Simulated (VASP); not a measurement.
# LiCr4InO8 (F-43m) in VASP: single point with PBE+U

Aim: the single point of LiCr4InO8 with PBE+U.

Program: VASP 6.6.1. These are calculated values, not measurements. Logs are shortened: lines on timing, memory, paths and dates and some standing lists are left out, and cuts for length are marked.

### Step 1. The cell of the first run

The structure is cubic, space group F-43m (No. 216). Conventional cell: a = 8.404 Å, b = 8.404 Å, c = 8.404 Å, α = 90.00°, β = 90.00°, γ = 90.00°. Li (site symmetry -43m) has 4 O at 1.99 Å within 2.6 Å. In (site symmetry -43m) has 4 O at 2.03 Å within 2.7 Å. Within 2.6 Å of Cr (site symmetry 3m) lie 6 O at 1.98 to 2.01 Å. Within 2.7 Å of O (site symmetry 3m) lie 3 Cr at 1.98 Å and 1 Li at 1.99 Å and 3 O at 2.69 Å. O (site symmetry 3m) has 3 Cr at 2.01 Å and 1 In at 2.03 Å and 3 O at 2.63 Å within 2.7 Å.

### Step 2. Single point, PBE+U, collinear spin, ferromagnetic start

INCAR

```
PREC = Accurate ; ENCUT = 750
EDIFF = 1E-6 ; ISMEAR = 0
SIGMA = 0.05 ; LREAL = False
LASPH = True ; NELM = 200
ALGO = Normal ; ISIF = 2
LWAVE = False ; LCHARG = True
ISPIN = 2 ; MAGMOM = 0 0 2.72 2.72 2.72 2.72 0 0 0 0 0 0 0 0
LORBIT = 11 ; LMAXMIX = 4
LDAU = True ; LDAUTYPE = 2
LDAUL = -1 -1 2 -1 ; LDAUU = 0 0 3.7 0
LDAUJ = 0 0 0 0 ; LDAUPRINT = 1
GGA = PE ; LELF = True
LVHAR = True ; NBANDS = 73
GGA_COMPAT = False
```

KPOINTS

```
Automatic mesh
0
Gamma
  4 4 4
```

POSCAR

```
LiCr4InO8
1.0
    0.0000000000      4.2019000000      4.2019000000
    4.2019000000      0.0000000000      4.2019000000
    4.2019000000      4.2019000000      0.0000000000
Li In Cr O
1 1 4 8
Direct
    0.0000000000      0.0000000000      0.0000000000
    0.7500000000      0.7500000000      0.7500000000
    0.3720473890      0.3720473890      0.3720473890
    0.8838578331      0.3720473890      0.3720473890
    0.3720473890      0.3720473890      0.8838578331
    0.3720473890      0.8838578331      0.3720473890
    0.1369296952      0.1369296952      0.1369296952
    0.5892109144      0.1369296952      0.1369296952
    0.1369296952      0.1369296952      0.5892109144
    0.1369296952      0.5892109144      0.1369296952
    0.6104847474      0.6104847474      0.6104847474
    0.1685457578      0.6104847474      0.6104847474
    0.6104847474      0.6104847474      0.1685457578
    0.6104847474      0.1685457578      0.6104847474
```

Potentials or basis: VASP PAW PBE potentials, release 64 (Li_sv, In_d, Cr_pv, O).

Started as:

```console
$ cat potpaw_PBE.64/Li_sv/POTCAR potpaw_PBE.64/In_d/POTCAR potpaw_PBE.64/Cr_pv/POTCAR potpaw_PBE.64/O/POTCAR > POTCAR
$ mpirun -np 1 vasp_std > vasp.out
```

OUTCAR:

```text
PREC = Accurate
   ENCUT = 750
   EDIFF = 1E-6
   ISMEAR = 0
   LREAL = False
   LASPH = True
   NELM = 200
   ISIF = 2
   ISPIN = 2
   LORBIT = 11
   GGA = PE

 ion  position               nearest neighbor table
   1  0.000  0.000  0.000-   8 1.99   9 1.99  10 1.99   7 1.99
   2  0.750  0.750  0.750-  11 2.03  12 2.03  13 2.03  14 2.03   5 3.49   6 3.49   4 3.49   3 3.49
                             3 3.49   3 3.49   4 3.49   5 3.49   6 3.49   4 3.49   6 3.49   5 3.49
   3  0.372  0.372  0.372-   8 1.98   9 1.98  10 1.98  12 2.01  13 2.01  14 2.01   4 2.90   5 2.90
                             6 2.90   4 3.04   6 3.04   5 3.04   2 3.49   2 3.49   2 3.49
   4  0.884  0.372  0.372-   9 1.98  10 1.98   7 1.98  11 2.01  13 2.01  14 2.01   3 2.90   5 2.90
                             6 2.90   6 3.04   5 3.04   3 3.04   2 3.49   2 3.49   2 3.49
   5  0.372  0.372  0.884-   8 1.98  10 1.98   7 1.98  11 2.01  12 2.01  14 2.01   3 2.90   4 2.90
                             6 2.90   6 3.04   4 3.04   3 3.04   2 3.49   2 3.49   2 3.49
   6  0.372  0.884  0.372-   8 1.98   9 1.98   7 1.98  11 2.01  12 2.01  13 2.01   3 2.90   4 2.90
                             5 2.90   4 3.04   5 3.04   3 3.04   2 3.49   2 3.49   2 3.49
   7  0.137  0.137  0.137-   4 1.98   5 1.98   6 1.98   1 1.99
   8  0.589  0.137  0.137-   5 1.98   6 1.98   3 1.98   1 1.99
   9  0.137  0.137  0.589-   4 1.98   6 1.98   3 1.98   1 1.99
  10  0.137  0.589  0.137-   4 1.98   5 1.98   3 1.98   1 1.99
  11  0.610  0.610  0.610-   4 2.01   5 2.01   6 2.01   2 2.03
  12  0.169  0.610  0.610-   3 2.01   5 2.01   6 2.01   2 2.03
  13  0.610  0.610  0.169-   3 2.01   4 2.01   6 2.01   2 2.03
  14  0.610  0.169  0.610-   3 2.01   4 2.01   5 2.01   2 2.03

  LATTYP: Found a face centered cubic cell.
 ALAT       =     8.4038000000

  Lattice vectors:

 A1 = (   0.0000000000,   4.2019000000,   4.2019000000)
 A2 = (   4.2019000000,   0.0000000000,   4.2019000000)
 A3 = (   4.2019000000,   4.2019000000,   0.0000000000)

Analysis of symmetry for initial positions (statically):
=====================================================================
 Subroutine PRICEL returns:
 Original cell was already a primitive cell.

 Routine SETGRP: Setting up the symmetry group for a
 face centered cubic supercell.

 Subroutine GETGRP returns: Found 24 space group operations
 (whereof 24 operations were pure point group operations)
 out of a pool of 48 trial point group operations.

The static configuration has the point symmetry T_d .

Analysis of symmetry for dynamics (positions and initial velocities):
=====================================================================
 Subroutine PRICEL returns:
 Original cell was already a primitive cell.

 Routine SETGRP: Setting up the symmetry group for a
 face centered cubic supercell.

 Subroutine GETGRP returns: Found 24 space group operations
 (whereof 24 operations were pure point group operations)
 out of a pool of 48 trial point group operations.

The dynamic configuration has the point symmetry T_d .

Analysis of structural, dynamic, and magnetic symmetry:
=====================================================================
 Subroutine PRICEL returns:
 Original cell was already a primitive cell.

 Routine SETGRP: Setting up the symmetry group for a
 face centered cubic supercell.

 Subroutine GETGRP returns: Found 24 space group operations
 (whereof 24 operations were pure point group operations)
 out of a pool of 48 trial point group operations.

The overall configuration has the point symmetry T_d .

 Subroutine INISYM returns: Found 24 space group operations
 (whereof 24 operations are pure point group operations),
 and found     1 'primitive' translations

----------------------------------------------------------------------------------------

                                     Primitive cell

  volume of cell :     148.3772

  direct lattice vectors                    reciprocal lattice vectors
     0.000000000  4.201900000  4.201900000    -0.118993789  0.118993789  0.118993789
     4.201900000  0.000000000  4.201900000     0.118993789 -0.118993789  0.118993789
     4.201900000  4.201900000  0.000000000     0.118993789  0.118993789 -0.118993789

  length of vectors
     5.942383968  5.942383968  5.942383968     0.206103288  0.206103288  0.206103288

  position of ions in fractional coordinates (direct lattice)
     0.000000000  0.000000000  0.000000000
     0.750000000  0.750000000  0.750000000
     0.372047389  0.372047389  0.372047389
     0.883857833  0.372047389  0.372047389
     0.372047389  0.372047389  0.883857833
     0.372047389  0.883857833  0.372047389
     0.136929695  0.136929695  0.136929695
[... 105 lines left out ...]
   angular momentum for each species LDAUL =    -1   -1    2   -1
   U (eV)           for each species LDAUU =   0.0  0.0  3.7  0.0
   J (eV)           for each species LDAUJ =   0.0  0.0  0.0  0.0
   GGA     = PE    functional components
   LHFCALC =     F    Hartree Fock is set to
   AEXX    =    0.0000 exact exchange contribution
   IVDW    =     0    specifies the selected vdW correction
   LEPSILON=     F    determine dielectric tensor
   LRPA    =     F    only Hartree local field effects (RPA)
 spin polarized calculation
 Gauss-broadening in eV      SIGMA  =   0.05
  energy-cutoff  :      750.00
  volume of cell :      148.38
 maximum number of plane-waves:      6934
 NGX is ok and might be reduce to    54
   NGX = 27   NGY = 27   NGZ = 27

 number of electron     112.0000005 magnetization       9.9979645

atom =   3  type =  3  l = 2

 onsite density matrix

spin component  1
[... 116 lines left out ...]
  o =  0.0465  v =  0.0000  0.0000  0.0000  0.0000  0.0000  0.8063 -0.5015 -0.0730  0.3048  0.0103      0.0000  0.0000  0.0000  0.0000  0.0000  0.0000  0.0000  0.0000  0.0000  0.0000
  o =  0.0465  v =  0.0000  0.0000  0.0000  0.0000  0.0000 -0.1136 -0.6415  0.0103 -0.7551  0.0730      0.0000  0.0000  0.0000  0.0000  0.0000  0.0000  0.0000  0.0000  0.0000  0.0000
  o =  0.0519  v =  0.0000  0.0000  0.0000  0.0000  0.0000  0.5774  0.5774  0.0000 -0.5774  0.0000      0.0000  0.0000  0.0000  0.0000  0.0000  0.0000  0.0000  0.0000  0.0000  0.0000
  o =  0.2171  v =  0.0000  0.0000  0.0000  0.0000  0.0000 -0.0596  0.0372 -0.9873 -0.0224  0.1410      0.0000  0.0000  0.0000  0.0000  0.0000  0.0000  0.0000  0.0000  0.0000  0.0000
  o =  0.2171  v =  0.0000  0.0000  0.0000  0.0000  0.0000  0.0085  0.0474  0.1410  0.0559  0.9873      0.0000  0.0000  0.0000  0.0000  0.0000  0.0000  0.0000  0.0000  0.0000  0.0000
  o =  0.3110  v = -0.0013 -0.0173 -0.0626 -0.0186 -0.9977  0.0000  0.0000  0.0000  0.0000  0.0000      0.0000  0.0000  0.0000  0.0000  0.0000  0.0000  0.0000  0.0000  0.0000  0.0000
  o =  0.3110  v = -0.0207  0.0115 -0.9977 -0.0092  0.0626  0.0000  0.0000  0.0000  0.0000  0.0000      0.0000  0.0000  0.0000  0.0000  0.0000  0.0000  0.0000  0.0000  0.0000  0.0000
  o =  0.9517  v =  0.5774  0.5774  0.0000 -0.5774 -0.0000  0.0000  0.0000  0.0000  0.0000  0.0000      0.0000  0.0000  0.0000  0.0000  0.0000  0.0000  0.0000  0.0000  0.0000  0.0000
  o =  0.9533  v =  0.6241 -0.7676 -0.0194 -0.1435  0.0164  0.0000  0.0000  0.0000  0.0000  0.0000      0.0000  0.0000  0.0000  0.0000  0.0000  0.0000  0.0000  0.0000  0.0000  0.0000
  o =  0.9533  v =  0.5260  0.2775 -0.0164  0.8035 -0.0194  0.0000  0.0000  0.0000  0.0000  0.0000      0.0000  0.0000  0.0000  0.0000  0.0000  0.0000  0.0000  0.0000  0.0000  0.0000

 number of electron     112.0000006 magnetization      12.0002234

 Free energy of the ion-electron system (eV)
  ---------------------------------------------------
  ext. energy  EPLUGINS =         0.00000000
  ---------------------------------------------------
  free energy    TOTEN  =      -100.94982196 eV

  energy without entropy =     -100.94982196  energy(sigma->0) =     -100.94982196

 E-fermi :   5.5568     XC(G=0): -11.2825

 val. band max:        5.2524968845   @ k =   0.5000   0.5000   0.0000
 cond. band min:       7.6088492142   @ k =   0.5000   0.5000   0.0000
 fundamental gap:      2.3563523297
 Fermi energy:         5.5568110018

 spin component 1

 k-point     1 :       0.0000    0.0000    0.0000
  band No.  band energies     occupation
      1     -38.3615      1.00000
      2     -38.2422      1.00000
      3     -38.2422      1.00000
      4     -38.2421      1.00000
      5     -38.1859      1.00000
      6     -38.1858      1.00000
[... 557 lines left out ...]
     67       9.1577      0.00000
     68       9.3006      0.00000
 Fermi energy:         5.5568110018

 spin component 2

 k-point     1 :       0.0000    0.0000    0.0000
  band No.  band energies     occupation
      1     -37.6117      1.00000
      2     -35.4214      1.00000
      3     -35.2523      1.00000
      4     -35.2522      1.00000
      5     -35.2522      1.00000
      6     -35.1465      1.00000
[... 557 lines left out ...]
     67      11.0153      0.00000
     68      11.0619      0.00000
 [bands above 68 left out]

------------------------ aborting loop because EDIFF is reached ----------------------------------------

  FORCE on cell =-STRESS in cart. coord.  units (eV):
  Direction    XX          YY          ZZ          XY          YZ          ZX
  --------------------------------------------------------------------------------------
  -------------------------------------------------------------------------------------
  Total       10.2690522     10.2690522     10.2690522      0.0000000      0.0000000     -0.0000000
  in kB      110.8852575    110.8852575    110.8852575      0.0000000      0.0000000     -0.0000000
  external PRESSURE =     110.8852575 kB  Pullay stress =       0.0000000 kB

 VOLUME and BASIS-vectors are now :
 -----------------------------------------------------------------------------
  energy-cutoff  :      750.00
  volume of cell :      148.38
      direct lattice vectors                 reciprocal lattice vectors
     0.000000000  4.201900000  4.201900000    -0.118993789  0.118993789  0.118993789
     4.201900000  0.000000000  4.201900000     0.118993789 -0.118993789  0.118993789
     4.201900000  4.201900000  0.000000000     0.118993789  0.118993789 -0.118993789

 POSITION                                       TOTAL-FORCE (eV/Angst)
 -----------------------------------------------------------------------------------
      0.00000      0.00000      0.00000        -0.000000     -0.000000     -0.000000
      6.30285      6.30285      6.30285        -0.000000     -0.000000     -0.000000
      3.12661      3.12661      3.12661        -0.007946     -0.007946     -0.007946
      3.12661      5.27719      5.27719        -0.007946      0.007946      0.007946
      5.27719      5.27719      3.12661         0.007946      0.007946     -0.007946
      5.27719      3.12661      5.27719         0.007946     -0.007946      0.007946
      1.15073      1.15073      1.15073        -0.164515     -0.164515     -0.164515
      1.15073      3.05117      3.05117        -0.164515      0.164515      0.164515
      3.05117      3.05117      1.15073         0.164515      0.164515     -0.164515
      3.05117      1.15073      3.05117         0.164515     -0.164515      0.164515
      5.13039      5.13039      5.13039         0.063006      0.063006      0.063006
      5.13039      3.27341      3.27341         0.063006     -0.063006     -0.063006
      3.27341      3.27341      5.13039        -0.063006     -0.063006      0.063006
      3.27341      5.13039      3.27341        -0.063006      0.063006     -0.063006
 -----------------------------------------------------------------------------------
    total drift:                                0.000000      0.000000     -0.000000

  FREE ENERGIE OF THE ION-ELECTRON SYSTEM (eV)
  ---------------------------------------------------
  free  energy   TOTEN  =      -100.9498219575 eV

  energy  without entropy=     -100.9498219575  energy(sigma->0) =     -100.94982196

 total charge

# of ion       s       p       d       tot
------------------------------------------
    1        2.023   0.056   0.000   2.078
    2        0.693   0.755  10.070  11.517
    3        0.307   6.357   4.028  10.692
    4        0.307   6.357   4.028  10.692
    5        0.307   6.357   4.028  10.692
    6        0.307   6.357   4.028  10.692
    7        1.554   3.502   0.000   5.055
    8        1.554   3.502   0.000   5.055
    9        1.554   3.502   0.000   5.055
   10        1.554   3.502   0.000   5.055
   11        1.551   3.534   0.000   5.085
   12        1.551   3.534   0.000   5.085
   13        1.551   3.534   0.000   5.085
   14        1.551   3.534   0.000   5.085
--------------------------------------------------
tot         16.363  54.381  26.180  96.924

 magnetization (x)

# of ion       s       p       d       tot
------------------------------------------
    1        0.001   0.002   0.000   0.003
    2        0.025   0.016   0.002   0.043
    3        0.030   0.029   2.895   2.954
    4        0.030   0.029   2.895   2.954
    5        0.030   0.029   2.895   2.954
    6        0.030   0.029   2.895   2.954
    7       -0.002  -0.025   0.000  -0.027
    8       -0.002  -0.025   0.000  -0.027
    9       -0.002  -0.025   0.000  -0.027
   10       -0.002  -0.025   0.000  -0.027
   11       -0.002  -0.021   0.000  -0.022
   12       -0.002  -0.021   0.000  -0.022
   13       -0.002  -0.021   0.000  -0.022
   14       -0.002  -0.021   0.000  -0.022
--------------------------------------------------
tot          0.132  -0.048  11.582  11.666
```

It took 9.8 min on 1 thread of Intel Xeon Platinum 8375C at 2.90GHz (Ice Lake), shared host; peak memory 0.64 GiB.

Results:

```yaml
Free_energy: -100.9498 eV
Pressure: 11.1 GPa
Largest_force: 0.285 eV/Å
Band_gap_on_the_k_mesh: 2.36 eV
Net_moment: 12.00 μB per cell
Site_moments: Li +0.00; In +0.04; Cr +2.95; O -0.03, -0.02 (each value once) μB
Valence_electrons_inside_the_program's_atomic_spheres: Li 2.08; In 11.52; Cr 10.69; O 5.05, 5.08 (each value once)
```

Forces on the atoms (eV/Å):
```
Li   0.000  0.000  0.000
In   0.000  0.000  0.000
Cr  -0.008 -0.008 -0.008
Cr  -0.008  0.008  0.008
Cr   0.008  0.008 -0.008
Cr   0.008 -0.008  0.008
O   -0.165 -0.165 -0.165
O   -0.165  0.165  0.165
O    0.165  0.165 -0.165
O    0.165 -0.165  0.165
O    0.063  0.063  0.063
O    0.063 -0.063 -0.063
O   -0.063 -0.063  0.063
O   -0.063  0.063 -0.063
```

Levels at points of the mesh, in eV from the valence-band top:
Spin up:
| k point | band 58 | band 59 | band 60 | band 61 | band 62 | band 63 | band 64 | band 65 | band 66 | band 67 |
| --- | --- | --- | --- | --- | --- | --- | --- | --- | --- | --- |
| (0.00, 0.00, 0.00) | -0.96 | -0.89 | -0.51 | -0.51 | -0.51 | 2.74 | 4.07 | 4.07 | 4.07 | 4.29 |
| (0.50, 0.00, 0.00) | -0.57 | -0.49 | -0.35 | -0.35 | -0.30 | 3.59 | 3.66 | 3.66 | 3.97 | 3.97 |
| (0.50, 0.50, 0.00) | -0.53 | -0.38 | -0.08 | 0.00 | 0.00 | 2.36 | 3.28 | 3.46 | 3.46 | 4.13 |
Spin down:
```csv
k point,band 47,band 48,band 49,band 50,band 51,band 52,band 53,band 54
"(0.00, 0.00, 0.00)",-1.95,-1.15,-1.15,-1.15,2.58,3.41,3.41,4.30
"(0.50, 0.00, 0.00)",-1.81,-1.70,-1.27,-1.27,3.62,3.99,3.99,4.41
"(0.50, 0.50, 0.00)",-1.80,-1.80,-1.55,-1.55,3.32,4.13,4.27,4.67
```

Eigenvalues of the final occupation matrices:
```
    site  spin  trace               eigenvalues
site 3 d     1   3.48  0.31 0.31 0.95 0.95 0.95
site 3 d     2   0.58  0.05 0.05 0.05 0.22 0.22
site 4 d     1   3.48  0.31 0.31 0.95 0.95 0.95
site 4 d     2   0.58  0.05 0.05 0.05 0.22 0.22
site 5 d     1   3.48  0.31 0.31 0.95 0.95 0.95
site 5 d     2   0.58  0.05 0.05 0.05 0.22 0.22
site 6 d     1   3.48  0.31 0.31 0.95 0.95 0.95
site 6 d     2   0.58  0.05 0.05 0.05 0.22 0.22
```

Caveat: the cell stands under pressure; spin-orbit coupling is left out, which moves the levels of the heavy elements; only a ferromagnetic start was run, and an antiferromagnetic order may lie lower in energy.
